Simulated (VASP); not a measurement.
# TaN (rocksalt type) (Fm-3m) in VASP: further runs

Runs on TaN (rocksalt type). Level: LDA. Tasks: single point.

Program: VASP 6.6.1. These are calculated values, not measurements. Logs are shortened: lines on timing, memory, paths and dates and some standing lists are left out, and cuts for length are marked.

### Step 1. The cell of the first run

It takes space group Fm-3m (No. 225, cubic). Conventional cell: a = 3.562 Å, b = 3.562 Å, c = 3.562 Å, α = 90.00°, β = 90.00°, γ = 90.00°. Within 2.4 Å of Ta (site symmetry m-3m) lie 6 N at 1.78 Å. N (site symmetry m-3m) has 6 Ta at 1.78 Å within 2.4 Å.

### Step 2. Single point, LDA (5.65 Å³/atom)

File INCAR:

```
SYSTEM = TaN
PREC = Accurate
ENCUT = 520
EDIFF = 1E-7
ISMEAR = -1
SIGMA = 0.05
LREAL = .FALSE.
LASPH = .TRUE.
NELM = 80
ALGO = Normal
ISIF = 2
LWAVE = .FALSE.
LCHARG = .FALSE.
GGA = CA
NBANDS = 15
```

File KPOINTS:

```
regular mesh
0
G
  15 15 15
  0 0 0
```

File POSCAR:

```
TaN
1.0
    0.0000000000      1.7812068456      1.7812068456
    1.7812068456      0.0000000000      1.7812068456
    1.7812068456      1.7812068456      0.0000000000
Ta N
1 1
Direct
    0.0000000000      0.0000000000      0.0000000000
    0.5000000000      0.5000000000      0.5000000000
```

Potentials or basis: VASP PAW LDA potentials, release 64 (Ta_pv, N).

Started as:

```console
$ cat potpaw_LDA.64/Ta_pv/POTCAR potpaw_LDA.64/N/POTCAR > POTCAR
$ mpirun -np 1 vasp_std > vasp.out
```

OUTCAR:

```text
SYSTEM = TaN
   PREC = Accurate
   ENCUT = 520
   EDIFF = 1E-7
   ISMEAR = -1
   LREAL = .FALSE.
   LASPH = .TRUE.
   NELM = 80
   ISIF = 2
   GGA = CA

 ion  position               nearest neighbor table
   1  0.000  0.000  0.000-   2 1.78   2 1.78   2 1.78   2 1.78   2 1.78   2 1.78
   2  0.500  0.500  0.500-   1 1.78   1 1.78   1 1.78   1 1.78   1 1.78   1 1.78

  LATTYP: Found a face centered cubic cell.
 ALAT       =     3.5624136912

  Lattice vectors:

 A1 = (   0.0000000000,   1.7812068456,   1.7812068456)
 A2 = (   1.7812068456,   0.0000000000,   1.7812068456)
 A3 = (   1.7812068456,   1.7812068456,   0.0000000000)

Analysis of symmetry for initial positions (statically):
=====================================================================
 Subroutine PRICEL returns:
 Original cell was already a primitive cell.

 Routine SETGRP: Setting up the symmetry group for a
 face centered cubic supercell.

 Subroutine GETGRP returns: Found 48 space group operations
 (whereof 48 operations were pure point group operations)
 out of a pool of 48 trial point group operations.

The static configuration has the point symmetry O_h .

Analysis of symmetry for dynamics (positions and initial velocities):
=====================================================================
 Subroutine PRICEL returns:
 Original cell was already a primitive cell.

 Routine SETGRP: Setting up the symmetry group for a
 face centered cubic supercell.

 Subroutine GETGRP returns: Found 48 space group operations
 (whereof 48 operations were pure point group operations)
 out of a pool of 48 trial point group operations.

The dynamic configuration has the point symmetry O_h .

 Subroutine INISYM returns: Found 48 space group operations
 (whereof 48 operations are pure point group operations),
 and found     1 'primitive' translations

----------------------------------------------------------------------------------------

                                     Primitive cell

  volume of cell :      11.3025

  direct lattice vectors                    reciprocal lattice vectors
     0.000000000  1.781206846  1.781206846    -0.280708555  0.280708555  0.280708555
     1.781206846  0.000000000  1.781206846     0.280708555 -0.280708555  0.280708555
     1.781206846  1.781206846  0.000000000     0.280708555  0.280708555 -0.280708555

  length of vectors
     2.519006878  2.519006878  2.519006878     0.486201480  0.486201480  0.486201480

  position of ions in fractional coordinates (direct lattice)
     0.000000000  0.000000000  0.000000000
     0.500000000  0.500000000  0.500000000

  ion indices of the primitive-cell ions
   primitive index   ion index
                 1           1
                 2           2

----------------------------------------------------------------------------------------

 KPOINTS: regular mesh

Automatic generation of k-mesh.
 Grid dimensions read from file:
 generate k-points for:   15   15   15

 Generating k-lattice:

  Cartesian coordinates                     Fractional coordinates (reciprocal lattice)
    -0.018713904  0.018713904  0.018713904     0.066666667  0.000000000  0.000000000
     0.018713904 -0.018713904  0.018713904     0.000000000  0.066666667  0.000000000
     0.018713904  0.018713904 -0.018713904     0.000000000  0.000000000  0.066666667

  Length of vectors
     0.032413432  0.032413432  0.032413432

  Shift w.r.t. Gamma in fractional coordinates (k-lattice)
     0.000000000  0.000000000  0.000000000

 Subroutine IBZKPT returns following result:
 ===========================================

 Found    120 irreducible k-points:

 Following reciprocal coordinates:
            Coordinates               Weight
  0.000000  0.000000  0.000000      1.000000
  0.066667  0.000000  0.000000      8.000000
  0.133333  0.000000  0.000000      8.000000
  0.200000  0.000000  0.000000      8.000000
  0.266667  0.000000  0.000000      8.000000
  0.333333  0.000000  0.000000      8.000000
[... 16 lines left out ...]
  0.133333  0.133333  0.000000      6.000000
  0.200000  0.133333  0.000000     24.000000
 [... further k-points ...]
   k-points           NKPTS =    120   k-points in BZ     NKDIM =    120   number of bands    NBANDS=     15
   number of dos      NEDOS =    301   number of ions     NIONS =      2
   total plane-waves  NPLWV =   8000
   dimension x,y,z NGX =    20 NGY =   20 NGZ =   20
   dimension x,y,z NGXF=    40 NGYF=   40 NGZF=   40
   ions per type =               1   1
   NGX,Y,Z   is equivalent  to a cutoff of  13.20, 13.20, 13.20 a.u.
   NGXF,Y,Z  is equivalent  to a cutoff of  26.40, 26.40, 26.40 a.u.
 SYSTEM =  TaN
   PREC   = accura    normal or accurate (medium, high low for compatibility)
   ISTART =      0    job   : 0-new  1-cont  2-samecut
   ICHARG =      2    charge: 1-file 2-atom 10-const
   ISPIN  =      1    spin polarized calculation?
   LNONCOLLINEAR =      F non collinear calculations
   LSORBIT =      F    spin-orbit coupling
   LASPH  =      T    aspherical Exc in radial PAW
   ENCUT  =  520.0 eV  38.22 Ry    6.18 a.u.   4.68  4.68  4.68*2*pi/ulx,y,z
   NELM   =     80;   NELMIN=  2; NELMDL= -5     # of ELM steps
   EDIFF  = 0.1E-06   stopping-criterion for ELM
   LREAL  =      F    real-space projection
   EDIFFG = 0.1E-05   stopping-criterion for IOM
   NSW    =      0    number of steps for IOM
   IBRION =     -1    ionic relax: 0-MD 1-quasi-New 2-CG
   NFREE  =      0    steps in history (QN), initial steepest desc. (CG)
   ISIF   =      2    stress and relaxation
   ISYM   =      2    0-nonsym 1-usesym 2-fastsym
   POTIM  = 0.5000    time-step for ionic-motion
   TEBEG  =    0.0;   TEEND  =   0.0 temperature during run
   PSTRESS=    0.0 pullay stress
   NELECT =      16.0000    total number of electrons
   NUPDOWN=      -1.0000    fix difference up-down
   EMIN   =  10.00;   EMAX   =-10.00  energy-range for DOS
   EFERMI =   0.00;   METHOD = LEGACY
   ISMEAR =    -1;   SIGMA  =   0.05  broadening in eV -4-tet -1-fermi 0-gaus
   EFERMI_NEDOS =   21; number of points for ismear=-14 and -15
   IALGO  =     38    algorithm
   IMIX   =      4    mixing-type and parameters
     AMIX     =   0.40;   BMIX     =  1.00
     AMIX_MAG =   1.60;   BMIX_MAG =  1.00
  volume/ion in A,a.u.               =       5.65        38.14
  Fermi-wavevector in a.u.,A,eV,Ry     =   1.838190  3.473676 45.973319  3.378944
  Thomas-Fermi vector in A             =   2.891007
   LORBIT       =      0    0 simple, 1 ext, 2 COOP (PROOUT), +10 PAW based schemes
   GGA     = CA    functional components
   LHFCALC =     F    Hartree Fock is set to
   AEXX    =    0.0000 exact exchange contribution
   IVDW    =     0    specifies the selected vdW correction
   LEPSILON=     F    determine dielectric tensor
   LRPA    =     F    only Hartree local field effects (RPA)
 non-spin polarized calculation
  energy-cutoff  :      520.00
  volume of cell :       11.30
 maximum number of plane-waves:       322
   NGX =  9   NGY =  9   NGZ =  9

 number of electron      15.9999998 magnetization

 Free energy of the ion-electron system (eV)
  ---------------------------------------------------
  ext. energy  EPLUGINS =         0.00000000
  ---------------------------------------------------
  free energy    TOTEN  =        -9.83817953 eV

  energy without entropy =       -9.83578370  energy(sigma->0) =       -9.83698162

 E-fermi :  18.0672     XC(G=0): -17.3964

 val. band max:       17.9824753733   @ k =   0.4000   0.0667   0.0000
 cond. band min:      18.1162011975   @ k =   0.2667   0.0667   0.0000
 fundamental gap:      0.1337258242
 Fermi energy:        18.0672047946

 k-point     1 :       0.0000    0.0000    0.0000
  band No.  band energies     occupation
      1     -16.1696      2.00000
      2     -16.1696      2.00000
      3     -16.1696      2.00000
      4      -4.8336      2.00000
      5      12.8432      2.00000
      6      12.8432      2.00000
      7      12.8432      2.00000
      8      13.3406      2.00000
      9      13.3406      2.00000
     10      13.3406      2.00000
     11      18.2793      0.02838
     12      18.2793      0.02838
     13      27.5979      0.00000
     14      27.7758      0.00000
     15      30.9032      0.00000

 k-point     2 :       0.0667    0.0000    0.0000
  band No.  band energies     occupation
      1     -16.5954      2.00000
      2     -16.1904      2.00000
      3     -16.1904      2.00000
      4      -4.3791      2.00000
      5      11.5818      2.00000
      6      11.7707      2.00000
      7      11.7707      2.00000
      8      13.8007      2.00000
      9      13.8007      2.00000
     10      14.2977      2.00000
     11      19.4071      0.00000
     12      19.4071      0.00000
     13      28.0500      0.00000
     14      28.3124      0.00000
     15      30.9037      0.00000

 k-point     3 :       0.1333    0.0000    0.0000
  band No.  band energies     occupation
      1     -17.6563      2.00000
      2     -16.2482      2.00000
      3     -16.2482      2.00000
      4      -3.2423      2.00000
      5       9.9778      2.00000
      6      10.0587      2.00000
      7      10.0587      2.00000
      8      14.6251      2.00000
      9      14.6251      2.00000
     10      15.1783      2.00000
     11      21.8178      0.00000
     12      21.8178      0.00000
     13      28.7648      0.00000
     14      30.3149      0.00000
     15      30.9060      0.00000

 k-point     4 :       0.2000    0.0000    0.0000
  band No.  band energies     occupation
      1     -18.9686      2.00000
      2     -16.3307      2.00000
      3     -16.3307      2.00000
      4      -1.8373      2.00000
      5       8.4010      2.00000
      6       8.4010      2.00000
      7       8.4258      2.00000
      8      15.8721      2.00000
      9      15.8721      2.00000
     10      16.0108      2.00000
     11      24.6816      0.00000
     12      24.6816      0.00000
     13      29.6077      0.00000
     14      30.9079      0.00000
     15      33.2712      0.00000
[... 307 lines left out ...]
 k-point    22 :      -0.0667    0.0667    0.0000
  band No.  band energies     occupation
      1     -17.1372      2.00000
      2     -16.3871      2.00000
      3     -16.1511      2.00000
      4      -3.7047      2.00000
      5      10.3788      2.00000
      6      10.4257      2.00000
      7      11.1638      2.00000
      8      13.7342      2.00000
      9      14.7782      2.00000
     10      15.2022      2.00000
     11      19.7467      0.00000
     12      21.6590      0.00000
     13      28.4976      0.00000
     14      29.4360      0.00000
     15      30.9049      0.00000

 k-point    23 :       0.1333    0.1333    0.0000
  band No.  band energies     occupation
      1     -17.5595      2.00000
      2     -16.5709      2.00000
      3     -16.5709      2.00000
      4      -2.8217      2.00000
      5       7.6700      2.00000
      6      11.4748      2.00000
      7      11.4748      2.00000
      8      11.5759      2.00000
      9      16.9953      2.00000
     10      16.9953      2.00000
     11      18.9123      0.00000
     12      23.8377      0.00000
     13      29.5952      0.00000
     14      30.9121      0.00000
     15      30.9957      0.00000

 k-point    24 :       0.2000    0.1333    0.0000
  band No.  band energies     occupation
      1     -18.4121      2.00000
      2     -16.7503      2.00000
      3     -16.6678      2.00000
      4      -1.9399      2.00000
      5       6.4447      2.00000
      6      10.1925      2.00000
      7      10.8677      2.00000
      8      12.1502      2.00000
      9      17.9246      1.89088
     10      18.1996      0.13222
     11      20.4433      0.00000
     12      25.4839      0.00000
     13      30.7037      0.00000
     14      30.9937      0.00000
     15      33.0350      0.00000

 [... further k-points ...]

------------------------ aborting loop because EDIFF is reached ----------------------------------------

  FORCE on cell =-STRESS in cart. coord.  units (eV):
  Direction    XX          YY          ZZ          XY          YZ          ZX
  --------------------------------------------------------------------------------------
  -------------------------------------------------------------------------------------
  Total       58.7556187     58.7556187     58.7556187      0.0000000     -0.0000000      0.0000000
  in kB     8328.8861121   8328.8861121   8328.8861121      0.0000000     -0.0000000      0.0000000
  external PRESSURE =    8328.8861121 kB  Pullay stress =       0.0000000 kB

 VOLUME and BASIS-vectors are now :
 -----------------------------------------------------------------------------
  energy-cutoff  :      520.00
  volume of cell :       11.30
      direct lattice vectors                 reciprocal lattice vectors
     0.000000000  1.781206846  1.781206846    -0.280708555  0.280708555  0.280708555
     1.781206846  0.000000000  1.781206846     0.280708555 -0.280708555  0.280708555
     1.781206846  1.781206846  0.000000000     0.280708555  0.280708555 -0.280708555

 POSITION                                       TOTAL-FORCE (eV/Angst)
 -----------------------------------------------------------------------------------
      0.00000      0.00000      0.00000        -0.000000     -0.000000     -0.000000
      1.78121      1.78121      1.78121         0.000000      0.000000      0.000000
 -----------------------------------------------------------------------------------
    total drift:                                0.000000     -0.000000      0.000000

  FREE ENERGIE OF THE ION-ELECTRON SYSTEM (eV)
  ---------------------------------------------------
  free  energy   TOTEN  =        -9.8381795346 eV

  energy  without entropy=       -9.8357836992  energy(sigma->0) =       -9.83698162
```

It took 12 s on 1 thread of Intel Xeon Platinum 8488C (Sapphire Rapids), shared host; peak memory 0.14 GiB.

The run converged, but its numbers aren't listed here, since they failed a check.

Caveat: the cell stands under pressure; spin-orbit coupling is left out, which moves the levels of the heavy elements.

### Step 3. Single point, LDA (6.58 Å³/atom)

This run uses another cell than the first one, of 6.58 Å³/atom.

File INCAR:

```
SYSTEM = TaN
ALGO     = Normal         ! electronic algorithm
EDIFF    = 1E-7           ! SCF threshold, eV
ENCUT    = 520            ! plane-wave cutoff, eV
GGA      = CA             ! functional
ISIF     = 2              ! what is computed and relaxed
ISMEAR   = -1             ! smearing method
LASPH    = .True.         ! aspherical terms in the spheres
LCHARG   = .True.         ! write CHGCAR
LELF     = .True.         ! ELF
LREAL    = .False.        ! projectors in reciprocal space
LVHAR    = .True.       
LWAVE    = .False.        ! write WAVECAR
NBANDS   = 15             ! bands
NELM     = 80             ! most SCF steps
PREC     = Accurate       ! precision mode
SIGMA    = 0.05           ! smearing width, eV
```

File KPOINTS:

```
k-points
0
Gamma
  15 15 15
  0 0 0
```

File POSCAR:

```
TaN
1.0
    0.0000000000      1.8734989343      1.8734989343
    1.8734989343      0.0000000000      1.8734989343
    1.8734989343      1.8734989343      0.0000000000
Ta N
1 1
Direct
    0.0000000000      0.0000000000      0.0000000000
    0.5000000000      0.5000000000      0.5000000000
```

Potentials or basis: VASP PAW LDA potentials, release 64 (Ta_pv, N).

Started as:

```console
$ cat potpaw_LDA.64/Ta_pv/POTCAR potpaw_LDA.64/N/POTCAR > POTCAR
$ mpirun -np 1 vasp_std > vasp.out
```

OUTCAR:

```text
SYSTEM = TaN
   EDIFF = 1E-7
   ENCUT = 520
   GGA = CA
   ISIF = 2
   ISMEAR = -1
   LASPH = .True.
   LREAL = .False.
   NELM = 80
   PREC = Accurate

 ion  position               nearest neighbor table
   1  0.000  0.000  0.000-   2 1.87   2 1.87   2 1.87   2 1.87   2 1.87   2 1.87
   2  0.500  0.500  0.500-   1 1.87   1 1.87   1 1.87   1 1.87   1 1.87   1 1.87

  LATTYP: Found a face centered cubic cell.
 ALAT       =     3.7469978686

  Lattice vectors:

[... 619 lines left out ...]

  FORCE on cell =-STRESS in cart. coord.  units (eV):
  Direction    XX          YY          ZZ          XY          YZ          ZX
  --------------------------------------------------------------------------------------
  -------------------------------------------------------------------------------------
  Total       37.1597700     37.1597700     37.1597700      0.0000000     -0.0000000      0.0000000
  in kB     4526.8202850   4526.8202850   4526.8202850      0.0000000     -0.0000000      0.0000000
  external PRESSURE =    4526.8202850 kB  Pullay stress =       0.0000000 kB

 VOLUME and BASIS-vectors are now :
 -----------------------------------------------------------------------------
  energy-cutoff  :      520.00
  volume of cell :       13.15
      direct lattice vectors                 reciprocal lattice vectors
     0.000000000  1.873498934  1.873498934    -0.266880323  0.266880323  0.266880323
     1.873498934  0.000000000  1.873498934     0.266880323 -0.266880323  0.266880323
     1.873498934  1.873498934  0.000000000     0.266880323  0.266880323 -0.266880323

 POSITION                                       TOTAL-FORCE (eV/Angst)
 -----------------------------------------------------------------------------------
      0.00000      0.00000      0.00000         0.000000      0.000000      0.000000
      1.87350      1.87350      1.87350        -0.000000     -0.000000     -0.000000
 -----------------------------------------------------------------------------------
    total drift:                                0.000000     -0.000000      0.000000

  FREE ENERGIE OF THE ION-ELECTRON SYSTEM (eV)
  ---------------------------------------------------
  free  energy   TOTEN  =       -17.0370748699 eV

  energy  without entropy=      -17.0344560597  energy(sigma->0) =      -17.03576546
```

OSZICAR:

```text
N       E                     dE             d eps       ncg     rms          rms(c)
DAV:   1     0.960974129926E+02    0.96097E+02   -0.85373E+03  3639   0.119E+03
DAV:   2    -0.188837407719E+02   -0.11498E+03   -0.10946E+03  4314   0.319E+02
DAV:   3    -0.210340951409E+02   -0.21504E+01   -0.21419E+01  3873   0.414E+01
DAV:   4    -0.210380257983E+02   -0.39307E-02   -0.39306E-02  4391   0.200E+00
DAV:   5    -0.210380343369E+02   -0.85386E-05   -0.85383E-05  3775   0.896E-02    0.636E+01
DAV:   6    -0.172279915092E+02    0.38100E+01   -0.56327E+00  3670   0.318E+01    0.286E+01
DAV:   7    -0.170842923670E+02    0.14370E+00   -0.34689E-01  4125   0.569E+00    0.145E+01
DAV:   8    -0.170401683965E+02    0.44124E-01   -0.25619E-02  3957   0.168E+00    0.264E+00
DAV:   9    -0.170371799512E+02    0.29884E-02   -0.38041E-03  3887   0.777E-01    0.569E-01
DAV:  10    -0.170370742971E+02    0.10565E-03   -0.19158E-04  3810   0.141E-01    0.832E-02
DAV:  11    -0.170370751391E+02   -0.84202E-06   -0.81875E-06  4174   0.256E-02    0.198E-02
DAV:  12    -0.170370748782E+02    0.26095E-06   -0.46433E-07  3915   0.664E-03    0.102E-03
DAV:  13    -0.170370748699E+02    0.82755E-08   -0.25494E-08  1926   0.252E-03
   1 F= -.17037075E+02 E0= -.17035765E+02  d E =-.261881E-02
```

Run time: 12 s. Hardware: 1 thread of Intel Xeon Platinum 8488C (Sapphire Rapids), shared host; peak memory 0.14 GiB.

Results:

| Property | Result |
| --- | --- |
| Free energy | -17.0371 eV |
| Pressure | 452.7 GPa |
| Band gap on the k mesh | zero (bands 8 and 9 overlap by 7.55 eV) |

Levels at points of the mesh, in eV from the Fermi level:
| k point | band 4 | band 5 | band 6 | band 7 | band 8 | band 9 | band 10 | band 11 | band 12 | band 13 |
| --- | --- | --- | --- | --- | --- | --- | --- | --- | --- | --- |
| (0.00, 0.00, 0.00) | -22.24 | -4.98 | -4.98 | -4.98 | -3.94 | -3.94 | -3.94 | 0.14 | 0.14 | 7.31 |

Caveat: the cell stands under pressure; spin-orbit coupling is left out, which moves the levels of the heavy elements.

(Continued in part 2 of 2.)
